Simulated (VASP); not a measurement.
# V: single point with LDA

Crystal: V.

```
V
1.0
    -1.53428    1.53428    1.53428
     1.53428   -1.53428    1.53428
     1.53428    1.53428   -1.53428
V
1
Direct
  0.00000 0.00000 0.00000
```

This cell differs from its parent crystal: volume scaled by 1.04.

```
Program             : VASP 6.6.1
Task                : single point
Functional          : LDA
Potentials or basis : VASP PAW LDA potentials, release 64 (V_sv)
Cutoff              : 520 eV
k mesh              : 12 × 12 × 12
Occupations         : fermi-dirac, width 0.05 eV
Spin                : collinear spin, ferromagnetic start
Starting moments    : [2.0] μB
```

| Property | Result |
| --- | --- |
| Pressure | -22.4 GPa |
| Net moment | 0.00 μB per cell |
| Valence electrons inside the program's atomic spheres | V 11.56 |

Levels at points of the mesh, in eV from the Fermi level:
Spin up:
```
           k point  band 3  band 4  band 5  band 6  band 7  band 8  band 9  band 10
(0.00, 0.00, 0.00)  -36.84  -36.84   -6.35    0.38    0.38    0.38    2.20     2.20
(0.50, 0.00, 0.00)  -37.08  -36.85   -2.94   -1.02    1.52    2.19    2.51     3.77
(0.50, 0.50, 0.50)  -37.35  -37.35   -2.70   -2.70    3.41    3.41    3.41     9.59
```
Spin down:
```tsv
k point	band 3	band 4	band 5	band 6	band 7	band 8	band 9	band 10
(0.00, 0.00, 0.00)	-36.84	-36.84	-6.35	0.38	0.38	0.38	2.20	2.20
(0.50, 0.00, 0.00)	-37.08	-36.84	-2.94	-1.02	1.52	2.19	2.51	3.77
(0.50, 0.50, 0.50)	-37.35	-37.35	-2.70	-2.70	3.41	3.41	3.41	9.59
```

It took 62 s on 1 thread of AMD EPYC 7R13, on a shared host, peak memory 0.11 GiB.
